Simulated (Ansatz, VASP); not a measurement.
Two plane-wave programs on Ce

File POSCAR:

```
Ce
1.0
    0.0000000000      2.3390384114      2.3390384114
    2.3390384114      0.0000000000      2.3390384114
    2.3390384114      2.3390384114      0.0000000000
Ce
1
Direct
    0.0000000000      0.0000000000      0.0000000000
```

Contents of INCAR.step1:

```
ALGO = Normal
EDIFF = 1E-4
ENCUT = 520
GGA = PE
ISMEAR = 0
LASPH = T
LCHARG = F
LREAL = F
LWAVE = T
NBANDS = 12
NELM = 100
PREC = Accurate
SIGMA = 0.01
```

INCAR.step2

```
ALGO = Normal
EDIFF = 1E-6
ENCUT = 520
ISIF = 2
ISMEAR = 0
ISTART = 1
LASPH = T
LCHARG = F
LMIXTAU = T
LREAL = F
LWAVE = F
METAGGA = R2SCAN
NBANDS = 12
NELM = 100
PREC = Accurate
SIGMA = 0.01
```

Contents of KPOINTS:

```
k-points
0
Gamma
  12 12 12
```

Input for Ansatz:

```yaml
crystal:
  lattice:
    - [0.0, 2.3390384114, 2.3390384114]
    - [2.3390384114, 0.0, 2.3390384114]
    - [2.3390384114, 2.3390384114, 0.0]
  atoms:
    - { symbol: Ce, position: [0.0, 0.0, 0.0] }
hamiltonian:
  xc: r2scan
  pseudopotentials:
    kind: paw
    azcp:
      Ce: "pseudopotentials/Ce.paw.azcp"
basis:
  ecutwfc: 500
  fft_grid_basis: typed
kpoints:
  mp_grid: { grid: [12, 12, 12], shift: [0, 0, 0] }
magnetization:
  spin_polarized: false
scf:
  occupations: { method: gaussian, width: 0.01 }
  lower_state_search: "off"
output:
  stress: true
```

Alike in both runs: task single point; functional r2SCAN; k mesh 12 × 12 × 12; occupations gaussian, width 0.01 eV; no spin polarisation.

|  | VASP | Ansatz |
| --- | --- | --- |
| version | VASP 6.6.1 | Ansatz 0.2.0 |
| potentials or method | VASP PAW PBE potentials, release 64 (Ce), cutoff 520 eV | plane waves (500 eV) with PAW, scalar-relativistic |
| valence electrons in the cell | 12 | 12 |

VASP gave:

- pressure (GPa): -0.7

Question: Which values does Ansatz return?

Answer: Pressure (GPa): -0.5.

VASP's potentials were made for PBE, not for r2SCAN.

Spin-orbit coupling is off throughout.
